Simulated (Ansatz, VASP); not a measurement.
**One calculation of WS2, two programs**

Contents of INCAR:

```
SYSTEM = WS2
PREC = Accurate ; ENCUT = 520
EDIFF = 1E-7 ; ISMEAR = -1
SIGMA = 0.02 ; LREAL = .FALSE.
LASPH = .TRUE. ; NELM = 150
ALGO = Normal ; ISIF = 2
LWAVE = .FALSE. ; LCHARG = .FALSE.
MAGMOM = 0 0 0 0 0 0 0 0 0 ; LORBIT = 11
LSORBIT = .TRUE. ; GGA_COMPAT = .FALSE.
LORBMOM = .TRUE. ; LMAXMIX = 4
GGA = PE ; NBANDS = 39
```

File KPOINTS:

```
Automatic mesh
0
G
  10 10 10
  0 0 0
```

File POSCAR:

```
WS2
1.0
    1.5858867079      0.9156121177      6.2374761145
   -1.5858867079      0.9156121177      6.2374761145
    0.0000000000     -1.8312242354      6.2374761145
W S
1 2
Direct
    0.0006662241      0.0006662241      0.0006662241
    0.2505579554      0.2505579554      0.2505579554
    0.4174758206      0.4174758206      0.4174758206
```

Input for Ansatz:

```yaml
crystal:
  lattice:
    - [1.5858867079, 0.9156121177, 6.2374761145]
    - [-1.5858867079, 0.9156121177, 6.2374761145]
    - [0.0, -1.8312242354, 6.2374761145]
  atoms:
    - { symbol: W, position: [0.0006662241, 0.0006662241, 0.0006662241] }
    - { symbol: S, position: [0.2505579554, 0.2505579554, 0.2505579554] }
    - { symbol: S, position: [0.4174758206, 0.4174758206, 0.4174758206] }
kpoints:
  mp_grid: { grid: [10, 10, 10] }
  band_path:
    path:
      - [0.0, 0.0, 0.0]
      - [-0.5, -0.5, -0.5]
      - [-0.5, -0.1810319439, -0.8189680561]
      - [-0.1810319439, 0.1810319439, -0.5]
      - [0.0, 0.0, -0.5]
      - [0.0, 0.340515972, -0.340515972]
      - [-0.340515972, 0.0, -0.659484028]
      - [-0.5, 0.0, -0.5]
      - [0.0, 0.174479, -0.177083]
      - [-0.1629287496, 0.1629287496, -0.5]
    npoints: 1
hamiltonian:
  xc: pbe
scf:
  occupations: { method: fermi_dirac, width: 0.02 }
  n_extra_bands: 8
magnetization:
  noncollinear: true
  spin_orbit: true
output:
  forces: true
  stress: true
  eigenvalues: true
```

Alike in both runs: task single point; functional PBE; k mesh 10 × 10 × 10; occupations fermi-dirac, width 0.02 eV; non-collinear spin, spin-orbit coupling.

|  | VASP | Ansatz |
| --- | --- | --- |
| version | VASP 6.6.1 | Ansatz 0.2.0 |
| potentials or method | VASP PAW PBE potentials, release 64 (W_sv, S) | plane waves, PAW |
| plane-wave cutoff (eV) | 520 | 420 |
| valence electrons in the cell | 26 | 26 |

|  | VASP | Ansatz | Ansatz less VASP |
| --- | --- | --- | --- |
| pressure (GPa) | 3.5 | 3.2 | -0.28 |
| traceless stress, the component that is largest in VASP (GPa) | 0.85 | 0.93 | +0.075 |
| rms of the force components (eV/Å) | 0.104 | 0.090 | -0.0149 |

Atom by atom the forces differ by 0.015 eV/Å (rms over components). The functional is the same, so the differences come from potentials, cutoffs and numerics.
